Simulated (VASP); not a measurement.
The system is SrTiO3.

```
Sr Ti O
1.0
     3.91270    0.00000    0.00000
     0.00000    3.91270    0.00000
     0.00000    0.00000    3.91270
Sr Ti O
1 1 3
Cartesian
  0.0000 0.0000 0.0000
  1.9564 1.9564 1.9564
  1.9564 0.0000 1.9564
  1.9564 1.9564 0.0000
  0.0000 1.9564 1.9564
```

Base run:

| Property | Result |
| --- | --- |
| Program | VASP 6.6.1 |
| Functional | PBE |
| Dispersion | D3(BJ) |
| Potentials or basis | VASP PAW PBE potentials, release 64 (Sr_sv, Ti_sv, O) |
| Cutoff | 600 eV |
| k mesh | 4 × 4 × 4 |
| Occupations | gaussian, width 0.1 eV |
| Spin | no spin polarisation |

Its results: band gap on the k mesh 1.83 eV, indirect (least direct gap 2.19 eV); pressure 0.1 GPa.

Problem. After a change of settings the same cell gave: band gap on the k mesh 5.18 eV; pressure -3.8 GPa. Which change was it?
A. functional from PBE to revPBE; dispersion from D3(BJ) to none
B. k mesh from 4 × 4 × 4 to 1 × 1 × 1, shifted; occupations from gaussian, width 0.1 eV to methfessel-paxton, width 0.0051 eV
C. k mesh from 4 × 4 × 4 to 2 × 2 × 2

Solution. B.

Caveats: some runs use coarse meshes; three body term missing (some runs).
